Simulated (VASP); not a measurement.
# HPb27S in VASP: notebook

Runs on HPb27S. Level: PBE. Tasks: single point.

All numbers are computed with VASP 6.6.1; they aren't measurements. Logs are shortened: lines on timing, memory, paths and dates and some standing lists are left out, and cuts for length are marked.

**1. The cell of the first run**

The cell holds a slab with vacuum, 29 atoms: a = 10.501 Å, b = 10.501 Å, c = 17.950 Å, α = 90.00°, β = 90.00°, γ = 90.00°.

**2. Single point, PBE**

INCAR

```
SYSTEM = HPb27S
PREC = Accurate
ENCUT = 520
EDIFF = 1E-6
ISMEAR = -1
SIGMA = 0.1
LREAL = Auto
LASPH = .True.
NELM = 100
ALGO = Normal
ISIF = 2
LWAVE = .False.
LCHARG = .False.
GGA = PE
NBANDS = 212
```

KPOINTS

```
Automatic mesh
0
Gamma
  1 1 1
  0 0 0
```

POSCAR

```
HPb27S
1.0
   10.5005360000      0.0000000000      0.0000000000
    0.0000000000     10.5005360000      0.0000000000
    0.0000000000      0.0000000000     17.9500000000
Pb S H
27 1 1
Direct
    0.0000000000      0.0000000000      0.0557103064
    0.3333353650      0.0000000000      0.0557103064
    0.6666707300      0.0000000000      0.0557103064
    0.0000000000      0.3333353650      0.0557103064
    0.3333353650      0.3333353650      0.0557103064
    0.6666707300      0.3333353650      0.0557103064
    0.0000000000      0.6666707300      0.0557103064
    0.3333353650      0.6666707300      0.0557103064
    0.6666707300      0.6666707300      0.0557103064
    0.1666867291      0.1666295892      0.1935877437
    0.4999459075      0.1667248224      0.1935487465
    0.8333860291      0.1666962525      0.1935320334
    0.1667152991      0.5000030475      0.1935710306
    0.5000030475      0.4999935241      0.1935821727
    0.8332717492      0.5000125708      0.1935933148
    0.1666772058      0.8333669824      0.1935821727
    0.4999554308      0.8332812725      0.1935543175
    0.8333955524      0.8332907958      0.1935264624
    0.0000095233      0.0000000000      0.3303899721
    0.3332972717      0.0000000000      0.3304623955
    0.6666421600      0.0000000000      0.3307632312
   -0.0000190466      0.3333258417      0.3303732591
    0.3333353650      0.3333448883      0.3303899721
    0.6666897766      0.3333829816      0.3304122563
   -0.0000190466      0.6666707300      0.3303732591
    0.3333353650      0.6666421600      0.3303899721
    0.6666897766      0.6666135900      0.3304066852
    0.5133357002      0.0013237419      0.5316880223
    0.6280822236     -0.0261129527      0.5635933148
```

Potentials or basis: VASP PAW PBE potentials, release 64 (Pb_d, S, H).

Command:

```sh
$ cat potpaw_PBE.64/Pb_d/POTCAR potpaw_PBE.64/S/POTCAR potpaw_PBE.64/H/POTCAR > POTCAR
$ mpirun -np 1 vasp_gam > vasp.out
```

OUTCAR:

```text
SYSTEM = HPb27S
   PREC = Accurate
   ENCUT = 520
   EDIFF = 1E-6
   ISMEAR = -1
   LREAL = Auto
   LASPH = .True.
   NELM = 100
   ISIF = 2
   GGA = PE

 ion  position               nearest neighbor table
   1  0.000  0.000  0.056-  18 3.50  12 3.50  16 3.50  10 3.50   3 3.50   7 3.50   4 3.50   2 3.50

   2  0.333  0.000  0.056-  11 3.50  17 3.50  16 3.50  10 3.50   8 3.50   3 3.50   5 3.50   1 3.50

   3  0.667  0.000  0.056-  12 3.50  18 3.50   1 3.50   9 3.50   2 3.50   6 3.50  17 3.50  11 3.50

   4  0.000  0.333  0.056-  12 3.50   6 3.50  13 3.50   7 3.50   1 3.50   5 3.50  10 3.50  15 3.50

   5  0.333  0.333  0.056-  11 3.50  13 3.50  14 3.50   8 3.50   6 3.50   4 3.50   2 3.50  10 3.50

   6  0.667  0.333  0.056-  12 3.50  11 3.50  15 3.50  14 3.50   4 3.50   5 3.50   9 3.50   3 3.50
[... 37 lines left out ...]
  25  1.000  0.667  0.330-  18 3.49  15 3.49  16 3.49  13 3.49  27 3.50  19 3.50  22 3.50  26 3.50

  26  0.333  0.667  0.330-  13 3.49  14 3.49  17 3.49  16 3.49  23 3.50  25 3.50  27 3.50  20 3.50

  27  0.667  0.667  0.330-  15 3.49  14 3.49  17 3.49  18 3.49  24 3.50  25 3.50  26 3.50  21 3.50

  28  0.513  0.001  0.532-  29 1.36
  29  0.628  0.974  0.564-  28 1.36

  LATTYP: Found a simple tetragonal cell.
 ALAT       =    10.5005360000
 C/A-ratio  =     1.7094365469

  Lattice vectors:

 A1 = (  10.5005360000,   0.0000000000,   0.0000000000)
 A2 = (   0.0000000000,  10.5005360000,   0.0000000000)
 A3 = (   0.0000000000,   0.0000000000,  17.9500000000)

Analysis of symmetry for initial positions (statically):
=====================================================================
 Subroutine PRICEL returns:
 Original cell was already a primitive cell.

 Routine SETGRP: Setting up the symmetry group for a
 simple tetragonal supercell.

 Subroutine GETGRP returns: Found  1 space group operations
 (whereof  1 operations were pure point group operations)
 out of a pool of 16 trial point group operations.

The static configuration has the point symmetry C_1 .

Analysis of symmetry for dynamics (positions and initial velocities):
=====================================================================
 Subroutine PRICEL returns:
 Original cell was already a primitive cell.

 Routine SETGRP: Setting up the symmetry group for a
 simple tetragonal supercell.

 Subroutine GETGRP returns: Found  1 space group operations
 (whereof  1 operations were pure point group operations)
 out of a pool of 16 trial point group operations.

The dynamic configuration has the point symmetry C_1 .

 Subroutine INISYM returns: Found  1 space group operations
 (whereof  1 operations are pure point group operations),
 and found     1 'primitive' translations

----------------------------------------------------------------------------------------

                                     Primitive cell

  volume of cell :    1979.1896

  direct lattice vectors                    reciprocal lattice vectors
    10.500536000  0.000000000  0.000000000     0.095233234  0.000000000  0.000000000
     0.000000000 10.500536000  0.000000000     0.000000000  0.095233234  0.000000000
     0.000000000  0.000000000 17.950000000     0.000000000  0.000000000  0.055710306

  length of vectors
    10.500536000 10.500536000 17.950000000     0.095233234  0.095233234  0.055710306

  position of ions in fractional coordinates (direct lattice)
     0.000000000  0.000000000  0.055710306
     0.333335365  0.000000000  0.055710306
     0.666670730  0.000000000  0.055710306
     0.000000000  0.333335365  0.055710306
     0.333335365  0.333335365  0.055710306
     0.666670730  0.333335365  0.055710306
[... 21 lines left out ...]
     0.513335700  0.001323742  0.531688022
     0.628082224  0.973887047  0.563593315

  ion indices of the primitive-cell ions
   primitive index   ion index
                 1           1
                 2           2
                 3           3
                 4           4
                 5           5
                 6           6
[... 21 lines left out ...]
                28          28
                29          29

----------------------------------------------------------------------------------------

 KPOINTS: Automatic mesh

Automatic generation of k-mesh.
 Grid dimensions read from file:
 generate k-points for:    1    1    1

 Generating k-lattice:

  Cartesian coordinates                     Fractional coordinates (reciprocal lattice)
     0.095233234  0.000000000  0.000000000     1.000000000  0.000000000  0.000000000
     0.000000000  0.095233234  0.000000000     0.000000000  1.000000000  0.000000000
     0.000000000  0.000000000  0.055710306     0.000000000  0.000000000  1.000000000

  Length of vectors
     0.095233234  0.095233234  0.055710306

  Shift w.r.t. Gamma in fractional coordinates (k-lattice)
     0.000000000  0.000000000  0.000000000

 Subroutine IBZKPT returns following result:
 ===========================================

 Found      1 irreducible k-points:

 Following reciprocal coordinates:
            Coordinates               Weight
  0.000000  0.000000  0.000000      1.000000
   k-points           NKPTS =      1   k-points in BZ     NKDIM =      1   number of bands    NBANDS=    212
   number of dos      NEDOS =    301   number of ions     NIONS =     29
   total plane-waves  NPLWV = 896000
   dimension x,y,z NGX =    80 NGY =   80 NGZ =  140
   dimension x,y,z NGXF=   160 NGYF=  160 NGZF=  280
   ions per type =              27   1   1
   NGX,Y,Z   is equivalent  to a cutoff of  12.67, 12.67, 12.97 a.u.
   NGXF,Y,Z  is equivalent  to a cutoff of  25.33, 25.33, 25.93 a.u.
 SYSTEM =  HPb27S
   PREC   = accura    normal or accurate (medium, high low for compatibility)
   ISTART =      0    job   : 0-new  1-cont  2-samecut
   ICHARG =      2    charge: 1-file 2-atom 10-const
   ISPIN  =      1    spin polarized calculation?
   LNONCOLLINEAR =      F non collinear calculations
   LSORBIT =      F    spin-orbit coupling
   LASPH  =      T    aspherical Exc in radial PAW
   ENCUT  =  520.0 eV  38.22 Ry    6.18 a.u.  19.52 19.52 33.38*2*pi/ulx,y,z
   NELM   =    100;   NELMIN=  2; NELMDL= -5     # of ELM steps
   EDIFF  = 0.1E-05   stopping-criterion for ELM
   LREAL  =      T    real-space projection
   EDIFFG = 0.1E-04   stopping-criterion for IOM
   NSW    =      0    number of steps for IOM
   IBRION =     -1    ionic relax: 0-MD 1-quasi-New 2-CG
   NFREE  =      0    steps in history (QN), initial steepest desc. (CG)
   ISIF   =      2    stress and relaxation
   ISYM   =      2    0-nonsym 1-usesym 2-fastsym
   POTIM  = 0.5000    time-step for ionic-motion
   TEBEG  =    0.0;   TEEND  =   0.0 temperature during run
   PSTRESS=    0.0 pullay stress
   NELECT =     385.0000    total number of electrons
   NUPDOWN=      -1.0000    fix difference up-down
   EMIN   =  10.00;   EMAX   =-10.00  energy-range for DOS
   EFERMI =   0.00;   METHOD = LEGACY
   ISMEAR =    -1;   SIGMA  =   0.10  broadening in eV -4-tet -1-fermi 0-gaus
   EFERMI_NEDOS =   21; number of points for ismear=-14 and -15
   IALGO  =     38    algorithm
   IMIX   =      4    mixing-type and parameters
     AMIX     =   0.40;   BMIX     =  1.00
     AMIX_MAG =   1.60;   BMIX_MAG =  1.00
  volume/ion in A,a.u.               =      68.25       460.56
  Fermi-wavevector in a.u.,A,eV,Ry     =   0.948562  1.792523 12.242125  0.899771
  Thomas-Fermi vector in A             =   2.076763
   LORBIT       =      0    0 simple, 1 ext, 2 COOP (PROOUT), +10 PAW based schemes
   GGA     = PE    functional components
   LHFCALC =     F    Hartree Fock is set to
   AEXX    =    0.0000 exact exchange contribution
   IVDW    =     0    specifies the selected vdW correction
   LEPSILON=     F    determine dielectric tensor
   LRPA    =     F    only Hartree local field effects (RPA)
 non-spin polarized calculation
  energy-cutoff  :      520.00
  volume of cell :     1979.19
 maximum number of plane-waves:     26666
 NGX is ok and might be reduce to    80
   NGX = 39   NGY = 39   NGZ = 67

 number of electron     385.0000007 magnetization

 Free energy of the ion-electron system (eV)
  ---------------------------------------------------
  ext. energy  EPLUGINS =         0.00000000
  ---------------------------------------------------
  free energy    TOTEN  =       -92.72018145 eV

  energy without entropy =      -91.20907400  energy(sigma->0) =      -91.96462772

 E-fermi :   0.4866     XC(G=0):  -5.2979

 val. band max:        0.4670613411   @ k =   0.0000   0.0000   0.0000
 cond. band min:       0.5162998180   @ k =   0.0000   0.0000   0.0000
 fundamental gap:      0.0492384769
 Fermi energy:         0.4865876682

 k-point     1 :       0.0000    0.0000    0.0000
  band No.  band energies     occupation
      1     -16.5422      2.00000
      2     -16.5233      2.00000
      3     -16.4725      2.00000
      4     -16.4706      2.00000
      5     -16.4607      2.00000
      6     -16.4549      2.00000
[... 196 lines left out ...]
    203       0.7998      0.08364
    204       1.1189      0.00358
 [bands above 204 left out]

------------------------ aborting loop because EDIFF is reached ----------------------------------------

  FORCE on cell =-STRESS in cart. coord.  units (eV):
  Direction    XX          YY          ZZ          XY          YZ          ZX
  --------------------------------------------------------------------------------------
  -------------------------------------------------------------------------------------
  Total       11.1995473     11.6023279    -36.7870056      0.0790807      0.0745412      0.2275432
  in kB        9.0661659      9.3922215    -29.7795158      0.0640168      0.0603420      0.1841989
  external PRESSURE =      -3.7737094 kB  Pullay stress =       0.0000000 kB

 VOLUME and BASIS-vectors are now :
 -----------------------------------------------------------------------------
  energy-cutoff  :      520.00
  volume of cell :     1979.19
      direct lattice vectors                 reciprocal lattice vectors
    10.500536000  0.000000000  0.000000000     0.095233234  0.000000000  0.000000000
     0.000000000 10.500536000  0.000000000     0.000000000  0.095233234  0.000000000
     0.000000000  0.000000000 17.950000000     0.000000000  0.000000000  0.055710306

 POSITION                                       TOTAL-FORCE (eV/Angst)
 -----------------------------------------------------------------------------------
      0.00000      0.00000      1.00000         0.024885      0.000277      0.697134
      3.50020      0.00000      1.00000        -0.020237      0.001884      0.762982
      7.00040      0.00000      1.00000         0.006248      0.002129      0.774841
      0.00000      3.50020      1.00000        -0.044639     -0.109094      0.835247
      3.50020      3.50020      1.00000         0.025404     -0.004712      0.782323
      7.00040      3.50020      1.00000        -0.001051      0.030193      0.755244
[... 21 lines left out ...]
      5.39030      0.01390      9.54380         0.305811     -0.033958     -0.503674
      6.59520     10.22634     10.11650        -0.240121      0.041732     -0.245314
 -----------------------------------------------------------------------------------
    total drift:                               -0.001790     -0.000910     -0.012785

  FREE ENERGIE OF THE ION-ELECTRON SYSTEM (eV)
  ---------------------------------------------------
  free  energy   TOTEN  =       -92.7201814457 eV

  energy  without entropy=      -91.2090740012  energy(sigma->0) =      -91.96462772
```

It took 30 min on 1 thread of Intel Xeon 8259CL, shared host; peak memory 1.6 GiB.

Results:

```
Free energy            : -92.7202 eV
Largest force          : 0.849 eV/Å
Band gap on the k mesh : zero (an odd number of electrons rules out a gap without spin polarisation)
```

Forces on the atoms (eV/Å):
```
Pb   0.025  0.000  0.697
Pb  -0.020  0.002  0.763
Pb   0.006  0.002  0.775
Pb  -0.045 -0.109  0.835
Pb   0.025 -0.005  0.782
Pb  -0.001  0.030  0.755
Pb  -0.060  0.105  0.841
Pb   0.028  0.005  0.789
Pb   0.007 -0.036  0.751
Pb   0.014 -0.006 -0.034
Pb  -0.035  0.044 -0.047
Pb   0.032  0.035 -0.094
Pb   0.043  0.000 -0.031
Pb  -0.001 -0.002 -0.010
Pb  -0.057  0.009 -0.005
Pb   0.004  0.006 -0.034
Pb  -0.024 -0.041 -0.040
Pb   0.036 -0.046 -0.098
Pb   0.007  0.001 -0.712
Pb  -0.004  0.000 -0.566
Pb  -0.058 -0.001 -0.221
Pb  -0.011 -0.008 -0.743
Pb   0.007  0.011 -0.727
Pb   0.010  0.036 -0.702
Pb  -0.012  0.009 -0.743
Pb   0.005 -0.016 -0.721
Pb   0.012 -0.035 -0.712
S    0.306 -0.034 -0.504
H   -0.240  0.042 -0.245
```

Caveat: the k points lie up to 0.60 Å⁻¹ apart, too coarse for converged energies and pressures of a metal; there is no dipole correction, which matters where the two faces differ; spin-orbit coupling is left out, which moves the levels of the heavy elements.

**3. Single point, PBE**

INCAR

```
PREC = Accurate ; ENCUT = 520
EDIFF = 1E-6 ; ISMEAR = -1
SIGMA = 0.1 ; LREAL = Auto
LASPH = True ; NELM = 100
ALGO = Normal ; ISIF = 2
LWAVE = False ; LCHARG = False
GGA = PE ; NBANDS = 212
```

KPOINTS

```
regular mesh
0
Gamma
  1 1 1
```

POSCAR

```
HPb27S
1.0
   10.5005360000      0.0000000000      0.0000000000
    0.0000000000     10.5005360000      0.0000000000
    0.0000000000      0.0000000000     17.9500000000
Pb S H
27 1 1
Direct
    0.0000000000      0.0000000000      0.0557103064
    0.3333353650      0.0000000000      0.0557103064
    0.6666707300      0.0000000000      0.0557103064
    0.0000000000      0.3333353650      0.0557103064
    0.3333353650      0.3333353650      0.0557103064
    0.6666707300      0.3333353650      0.0557103064
    0.0000000000      0.6666707300      0.0557103064
    0.3333353650      0.6666707300      0.0557103064
    0.6666707300      0.6666707300      0.0557103064
    0.1667343458      0.1666105425      0.1934373259
    0.4997459177      0.1669724288      0.1933927577
    0.8335860188      0.1668962422      0.1931922006
    0.1669533822      0.5000030475      0.1934707521
    0.4999935241      0.4999840008      0.1935097493
    0.8329574795      0.5000601874      0.1935710306
    0.1666676825      0.8333955524      0.1934373259
    0.4998316276      0.8330527127      0.1934150418
    0.8336145888      0.8330336661      0.1931754875
    0.0000476166      0.0000095233      0.3272479109
    0.3332877484      0.0000000000      0.3279164345
    0.6663469370      0.0000190466      0.3292144847
   -0.0000761866      0.3332782250      0.3271030641
    0.3333544116      0.3334115516      0.3271977716
    0.6667564399      0.3335924947      0.3273147632
   -0.0000761866      0.6667278699      0.3271030641
    0.3333353650      0.6665564501      0.3272256267
    0.6667754865      0.6664136002      0.3272757660
    0.5153736914      0.0022284577      0.4764233983
    0.6272156012     -0.0524735118      0.4559498607
```

Potentials or basis: VASP PAW PBE potentials, release 64 (Pb_d, S, H).

Command:

```sh
$ cat potpaw_PBE.64/Pb_d/POTCAR potpaw_PBE.64/S/POTCAR potpaw_PBE.64/H/POTCAR > POTCAR
$ mpirun -np 1 vasp_gam > vasp.out
```

It took 47 min on 1 thread of Intel Xeon 8259CL, shared host; peak memory 1.6 GiB.

The run converged. Its results:

```yaml
Free_energy: -93.8157 eV
Largest_force: 0.985 eV/Å
Band_gap_on_the_k_mesh: zero (an odd number of electrons rules out a gap without spin polarisation)
```

Forces in eV/Å, atoms in the order of the input:
```
Pb   0.036 -0.004  0.558
Pb  -0.023 -0.008  0.790
Pb  -0.006  0.002  0.791
Pb   0.020 -0.211  0.944
Pb  -0.001  0.055  0.707
Pb   0.000  0.039  0.722
Pb  -0.053  0.230  0.956
Pb   0.026 -0.046  0.731
Pb   0.013 -0.047  0.689
Pb  -0.045  0.079 -0.219
Pb  -0.007  0.047 -0.062
Pb   0.045  0.073 -0.212
Pb   0.042 -0.013 -0.084
Pb   0.002 -0.001 -0.045
Pb  -0.047 -0.004 -0.083
Pb  -0.042 -0.058 -0.206
Pb   0.025 -0.049 -0.075
Pb   0.042 -0.079 -0.231
Pb  -0.011 -0.005 -0.579
Pb   0.063  0.003 -0.131
Pb   0.061  0.127 -0.664
Pb  -0.004 -0.015 -0.691
Pb  -0.008  0.025 -0.649
Pb  -0.003  0.045 -0.622
Pb   0.005  0.015 -0.685
Pb  -0.009 -0.028 -0.631
Pb  -0.002 -0.033 -0.631
S   -0.096  0.118 -0.896
H   -0.022 -0.257  0.508
```

Levels at points of the mesh, in eV from the Fermi level:
| k point | band 191 | band 192 | band 193 | band 194 | band 195 | band 196 | band 197 | band 198 |
| --- | --- | --- | --- | --- | --- | --- | --- | --- |
| (0.00, 0.00, 0.00) | -0.07 | -0.06 | -0.03 | -0.03 | 0.07 | 0.20 | 0.22 | 0.24 |

Caveat: the k points lie up to 0.60 Å⁻¹ apart, too coarse for converged energies and pressures of a metal; there is no dipole correction, which matters where the two faces differ; spin-orbit coupling is left out, which moves the levels of the heavy elements.

The gap in the log of VASP goes by the Fermi energy; the results here count the filled bands.